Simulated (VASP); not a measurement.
# Rh in VASP: notebook

Rh is run at these levels: PBE; tasks: single point.

Everything below comes from runs of VASP 6.6.1. Logs are shortened: lines on timing, memory, paths and dates and some standing lists are left out, and cuts for length are marked.

## 1. The cell of the first run

The cell holds a slab with vacuum, 1 atom: a = 2.709 Å, b = 2.709 Å, c = 16.000 Å, α = 90.00°, β = 90.00°, γ = 90.00°.

## 2. Single point, PBE

Input file INCAR:

```
SYSTEM = Rh
ALGO = Normal
DIPOL = 0.5 0.5 0.500
EDIFF = 1E-7
ENCUT = 520
GGA = PE
IDIPOL = 3
ISIF = 2
ISMEAR = -1
LASPH = .True.
LCHARG = .False.
LDIPOL = .True.
LREAL = .False.
LWAVE = .False.
NBANDS = 14
NELM = 60
PREC = Accurate
SIGMA = 0.05
```

Input file KPOINTS:

```
k-points
0
Gamma
  13 13 1
  0 0 0
```

Input file POSCAR:

```
Rh
1.0
    2.7085099833      0.0000000000      0.0000000000
    0.0000000000      2.7085099833      0.0000000000
    0.0000000000      0.0000000000     16.0000000000
Rh
1
Direct
    0.0000000000      0.0000000000      0.5000000000
```

Potentials or basis: VASP PAW PBE potentials, release 64 (Rh_pv).

Started as:

```
cat potpaw_PBE.64/Rh_pv/POTCAR > POTCAR
mpirun -np 1 vasp_std > vasp.out
```

OUTCAR:

```text
SYSTEM = Rh
   EDIFF = 1E-7
   ENCUT = 520
   GGA = PE
   ISIF = 2
   ISMEAR = -1
   LASPH = .True.
   LREAL = .False.
   NELM = 60
   PREC = Accurate

 ion  position               nearest neighbor table
   1  0.000  0.000  0.500-

  LATTYP: Found a simple tetragonal cell.
 ALAT       =     2.7085099833
 C/A-ratio  =     5.9073070059

  Lattice vectors:

 A1 = (   2.7085099833,   0.0000000000,   0.0000000000)
 A2 = (   0.0000000000,   2.7085099833,   0.0000000000)
 A3 = (   0.0000000000,   0.0000000000,  16.0000000000)

Analysis of symmetry for initial positions (statically):
=====================================================================
 Subroutine PRICEL returns:
 Original cell was already a primitive cell.

 Routine SETGRP: Setting up the symmetry group for a
 simple tetragonal supercell.

 Subroutine GETGRP returns: Found 16 space group operations
 (whereof 16 operations were pure point group operations)
 out of a pool of 16 trial point group operations.

The static configuration has the point symmetry D_4h.

Analysis of symmetry for dynamics (positions and initial velocities):
=====================================================================
 Subroutine PRICEL returns:
 Original cell was already a primitive cell.

 Routine SETGRP: Setting up the symmetry group for a
 simple tetragonal supercell.

 Subroutine GETGRP returns: Found 16 space group operations
 (whereof 16 operations were pure point group operations)
 out of a pool of 16 trial point group operations.

The dynamic configuration has the point symmetry D_4h.

 Subroutine INISYM returns: Found 16 space group operations
 (whereof 16 operations are pure point group operations),
 and found     1 'primitive' translations

----------------------------------------------------------------------------------------

                                     Primitive cell

  volume of cell :     117.3764

  direct lattice vectors                    reciprocal lattice vectors
     2.708509983  0.000000000  0.000000000     0.369206688  0.000000000  0.000000000
     0.000000000  2.708509983  0.000000000     0.000000000  0.369206688  0.000000000
     0.000000000  0.000000000 16.000000000     0.000000000  0.000000000  0.062500000

  length of vectors
     2.708509983  2.708509983 16.000000000     0.369206688  0.369206688  0.062500000

  position of ions in fractional coordinates (direct lattice)
     0.000000000  0.000000000  0.500000000

  ion indices of the primitive-cell ions
   primitive index   ion index
                 1           1

----------------------------------------------------------------------------------------

 KPOINTS: k-points

Automatic generation of k-mesh.
 Grid dimensions read from file:
 generate k-points for:   13   13    1

 Generating k-lattice:

  Cartesian coordinates                     Fractional coordinates (reciprocal lattice)
     0.028400514  0.000000000  0.000000000     0.076923077  0.000000000  0.000000000
     0.000000000  0.028400514  0.000000000     0.000000000  0.076923077  0.000000000
     0.000000000  0.000000000  0.062500000     0.000000000  0.000000000  1.000000000

  Length of vectors
     0.028400514  0.028400514  0.062500000

  Shift w.r.t. Gamma in fractional coordinates (k-lattice)
     0.000000000  0.000000000  0.000000000

 Subroutine IBZKPT returns following result:
 ===========================================

 Found     28 irreducible k-points:

 Following reciprocal coordinates:
            Coordinates               Weight
  0.000000  0.000000  0.000000      1.000000
  0.076923  0.000000  0.000000      4.000000
  0.153846  0.000000  0.000000      4.000000
  0.230769  0.000000  0.000000      4.000000
  0.307692  0.000000  0.000000      4.000000
  0.384615  0.000000  0.000000      4.000000
[... 16 lines left out ...]
  0.307692  0.307692  0.000000      4.000000
  0.384615  0.307692  0.000000      8.000000
 [... further k-points ...]
   k-points           NKPTS =     28   k-points in BZ     NKDIM =     28   number of bands    NBANDS=     14
   number of dos      NEDOS =    301   number of ions     NIONS =      1
   total plane-waves  NPLWV =  48000
   dimension x,y,z NGX =    20 NGY =   20 NGZ =  120
   dimension x,y,z NGXF=    40 NGYF=   40 NGZF=  240
   ions per type =               1
   NGX,Y,Z   is equivalent  to a cutoff of  12.28, 12.28, 12.47 a.u.
   NGXF,Y,Z  is equivalent  to a cutoff of  24.55, 24.55, 24.94 a.u.
 SYSTEM =  Rh
   PREC   = accura    normal or accurate (medium, high low for compatibility)
   ISTART =      0    job   : 0-new  1-cont  2-samecut
   ICHARG =      2    charge: 1-file 2-atom 10-const
   ISPIN  =      1    spin polarized calculation?
   LNONCOLLINEAR =      F non collinear calculations
   LSORBIT =      F    spin-orbit coupling
   LASPH  =      T    aspherical Exc in radial PAW
   ENCUT  =  520.0 eV  38.22 Ry    6.18 a.u.   5.04  5.04 29.75*2*pi/ulx,y,z
   NELM   =     60;   NELMIN=  2; NELMDL= -5     # of ELM steps
   EDIFF  = 0.1E-06   stopping-criterion for ELM
   LREAL  =      F    real-space projection
   EDIFFG = 0.1E-05   stopping-criterion for IOM
   NSW    =      0    number of steps for IOM
   IBRION =     -1    ionic relax: 0-MD 1-quasi-New 2-CG
   NFREE  =      0    steps in history (QN), initial steepest desc. (CG)
   ISIF   =      2    stress and relaxation
   ISYM   =      2    0-nonsym 1-usesym 2-fastsym
   POTIM  = 0.5000    time-step for ionic-motion
   TEBEG  =    0.0;   TEEND  =   0.0 temperature during run
   PSTRESS=    0.0 pullay stress
   NELECT =      15.0000    total number of electrons
   NUPDOWN=      -1.0000    fix difference up-down
   EMIN   =  10.00;   EMAX   =-10.00  energy-range for DOS
   EFERMI =   0.00;   METHOD = LEGACY
   ISMEAR =    -1;   SIGMA  =   0.05  broadening in eV -4-tet -1-fermi 0-gaus
   EFERMI_NEDOS =   21; number of points for ismear=-14 and -15
   IALGO  =     38    algorithm
   IMIX   =      4    mixing-type and parameters
     AMIX     =   0.40;   BMIX     =  1.00
     AMIX_MAG =   1.60;   BMIX_MAG =  1.00
  volume/ion in A,a.u.               =     117.38       792.10
  Fermi-wavevector in a.u.,A,eV,Ry     =   0.824603  1.558274  9.251557  0.679970
  Thomas-Fermi vector in A             =   1.936317
   LORBIT       =      0    0 simple, 1 ext, 2 COOP (PROOUT), +10 PAW based schemes
   GGA     = PE    functional components
   LHFCALC =     F    Hartree Fock is set to
   AEXX    =    0.0000 exact exchange contribution
   IVDW    =     0    specifies the selected vdW correction
   LEPSILON=     F    determine dielectric tensor
   LRPA    =     F    only Hartree local field effects (RPA)
 non-spin polarized calculation
  energy-cutoff  :      520.00
  volume of cell :      117.38
 maximum number of plane-waves:      3195
   NGX = 11   NGY = 11   NGZ = 59

 number of electron      15.0000008 magnetization

 dipolmoment           0.000000      0.000000     -0.000000 electrons x Angstroem

 Free energy of the ion-electron system (eV)
  ---------------------------------------------------
  ext. energy  EPLUGINS =         0.00000000
  ---------------------------------------------------
  free energy    TOTEN  =        -4.87727876 eV

  energy without entropy =       -4.84004662  energy(sigma->0) =       -4.85866269

 E-fermi :  -3.5385     XC(G=0):  -2.8891

 val. band max:       -3.5403019342   @ k =   0.2308   0.0000   0.0000
 cond. band min:      -3.5383156757   @ k =   0.3846   0.3077   0.0000
 fundamental gap:      0.0019862584
 Fermi energy:        -3.5384826223

 k-point     1 :       0.0000    0.0000    0.0000
  band No.  band energies     occupation
      1     -49.0659      2.00000
      2     -49.0659      2.00000
      3     -48.8524      2.00000
      4      -7.5227      2.00000
      5      -7.0029      2.00000
      6      -4.6730      2.00000
      7      -3.3976      0.11285
      8      -3.3976      0.11285
      9      -2.8632      0.00000
     10      -1.4661      0.00000
     11       1.7496      0.00000
     12       2.5158      0.00000
     13       2.9385      0.00000
     14       5.0866      0.00000

 k-point     2 :       0.0769    0.0000    0.0000
  band No.  band energies     occupation
      1     -49.0868      2.00000
      2     -49.0642      2.00000
      3     -48.8504      2.00000
      4      -7.3800      2.00000
      5      -6.8971      2.00000
      6      -4.6230      2.00000
      7      -3.6571      1.82944
      8      -3.3857      0.08992
      9      -2.9569      0.00002
     10      -1.1817      0.00000
     11       1.8663      0.00000
     12       2.6507      0.00000
     13       3.0535      0.00000
     14       5.2236      0.00000

 k-point     3 :       0.1538    0.0000    0.0000
  band No.  band energies     occupation
      1     -49.1444      2.00000
      2     -49.0595      2.00000
      3     -48.8447      2.00000
      4      -7.1154      2.00000
      5      -6.4399      2.00000
      6      -4.4770      2.00000
      7      -4.1917      2.00000
      8      -3.3524      0.04723
      9      -3.2074      0.00266
     10      -0.5444      0.00000
     11       2.2162      0.00000
     12       3.0476      0.00000
     13       3.3988      0.00000
     14       5.6266      0.00000

 k-point     4 :       0.2308    0.0000    0.0000
  band No.  band energies     occupation
      1     -49.2249      2.00000
      2     -49.0528      2.00000
      3     -48.8368      2.00000
      4      -6.8974      2.00000
      5      -5.5407      2.00000
      6      -4.7543      2.00000
      7      -4.2400      2.00000
      8      -3.5403      1.01819
      9      -3.3050      0.01857
     10       0.2655      0.00000
     11       2.7988      0.00000
     12       3.6893      0.00000
     13       3.9743      0.00000
     14       6.2743      0.00000

 k-point     5 :       0.3077    0.0000    0.0000
  band No.  band energies     occupation
      1     -49.3097      2.00000
      2     -49.0457      2.00000
      3     -48.8283      2.00000
      4      -6.7029      2.00000
      5      -5.2388      2.00000
      6      -4.4733      2.00000
      7      -3.8716      1.99745
      8      -3.8032      1.99002
      9      -3.2541      0.00676
     10       1.2110      0.00000
     11       3.6102      0.00000
[... 276 lines left out ...]
 k-point    22 :       0.4615    0.2308    0.0000
  band No.  band energies     occupation
      1     -49.4011      2.00000
      2     -49.1912      2.00000
      3     -48.8022      2.00000
      4      -5.8783      2.00000
      5      -5.5115      2.00000
      6      -4.8180      2.00000
      7      -4.1996      2.00000
      8      -3.5519      1.13334
      9       0.5939      0.00000
     10       3.0973      0.00000
     11       4.7737      0.00000
     12       6.9361      0.00000
     13       7.0626      0.00000
     14       8.1819      0.00000

 k-point    23 :       0.3077    0.3077    0.0000
  band No.  band energies     occupation
      1     -49.2874      2.00000
      2     -49.2825      2.00000
      3     -48.8048      2.00000
      4      -5.9696      2.00000
      5      -5.0177      2.00000
      6      -4.6437      2.00000
      7      -4.2228      2.00000
      8      -3.9911      1.99977
      9      -1.5273      0.00000
     10       3.5271      0.00000
     11       5.5182      0.00000
     12       6.6027      0.00000
     13       6.6800      0.00000
     14       7.3075      0.00000

 k-point    24 :       0.3846    0.3077    0.0000
  band No.  band energies     occupation
      1     -49.3534      2.00000
      2     -49.2777      2.00000
      3     -48.7980      2.00000
      4      -6.2731      2.00000
      5      -5.2087      2.00000
      6      -4.6828      2.00000
      7      -3.9845      1.99973
      8      -3.5383      0.99833
      9      -0.2179      0.00000
     10       4.5921      0.00000
     11       5.6008      0.00000
     12       6.5875      0.00000
     13       7.6782      0.00000
     14       7.7430      0.00000

 [... further k-points ...]

------------------------ aborting loop because EDIFF is reached ----------------------------------------

 vacuum level on the upper side and lower side of the slab       (xc-potential included)        -0.084        -0.084

  FORCE on cell =-STRESS in cart. coord.  units (eV):
  Direction    XX          YY          ZZ          XY          YZ          ZX
  --------------------------------------------------------------------------------------
  -------------------------------------------------------------------------------------
  Total       -4.1399987     -4.1399987     -0.0072233      0.0000000      0.0000000     -0.0000000
  in kB      -56.5106007    -56.5106007     -0.0985974      0.0000000      0.0000000     -0.0000000
  external PRESSURE =     -37.7065996 kB  Pullay stress =       0.0000000 kB

 VOLUME and BASIS-vectors are now :
 -----------------------------------------------------------------------------
  energy-cutoff  :      520.00
  volume of cell :      117.38
      direct lattice vectors                 reciprocal lattice vectors
     2.708509983  0.000000000  0.000000000     0.369206688  0.000000000  0.000000000
     0.000000000  2.708509983  0.000000000     0.000000000  0.369206688  0.000000000
     0.000000000  0.000000000 16.000000000     0.000000000  0.000000000  0.062500000

 POSITION                                       TOTAL-FORCE (eV/Angst)
 -----------------------------------------------------------------------------------
      0.00000      0.00000      8.00000         0.000000      0.000000      0.000000
 -----------------------------------------------------------------------------------
    total drift:                                0.000000      0.000000     -0.000000

  FREE ENERGIE OF THE ION-ELECTRON SYSTEM (eV)
  ---------------------------------------------------
  free  energy   TOTEN  =        -4.8772787644 eV

  energy  without entropy=       -4.8400466160  energy(sigma->0) =       -4.85866269

 vacuum level on the upper side and lower side of the slab         2.024         2.024
```

Wall time 25 s (1 thread of Intel Xeon 6975P-C (Granite Rapids), shared host); peak memory 0.21 GiB.

What came out:

```yaml
Free_energy: -4.8773 eV
Band_gap_on_the_k_mesh: zero (an odd number of electrons rules out a gap without spin polarisation)
```

## 3. Single point, PBE

Input file INCAR:

```
PREC = Accurate
ENCUT = 520
EDIFF = 1E-6
ISMEAR = -1
SIGMA = 0.05
LREAL = False
LASPH = True
NELM = 100
ALGO = Normal
ISIF = 2
LWAVE = False
LCHARG = False
LDIPOL = True
IDIPOL = 3
DIPOL = 0.5 0.5 0.500
GGA = PE
NBANDS = 14
```

Input file KPOINTS:

```
Automatic mesh
0
Gamma
  13 13 1
```

POSCAR is that of step 2.

Potentials or basis: VASP PAW PBE potentials, release 64 (Rh_pv).

Started as:

```
cat potpaw_PBE.64/Rh_pv/POTCAR > POTCAR
mpirun -np 1 vasp_std > vasp.out
```

Run time: 26 s. Hardware: 1 thread of Intel Xeon 6975P-C (Granite Rapids), shared host; peak memory 0.21 GiB.

Results (log left out):

```
Free energy            : -4.8773 eV
Band gap on the k mesh : zero (an odd number of electrons rules out a gap without spin polarisation)
```

Levels at points of the mesh, in eV from the Fermi level:
```
           k point  band 4  band 5  band 6  band 7  band 8  band 9  band 10  band 11
(0.00, 0.00, 0.00)   -3.98   -3.46   -1.13    0.14    0.14    0.68     2.07     5.29
```
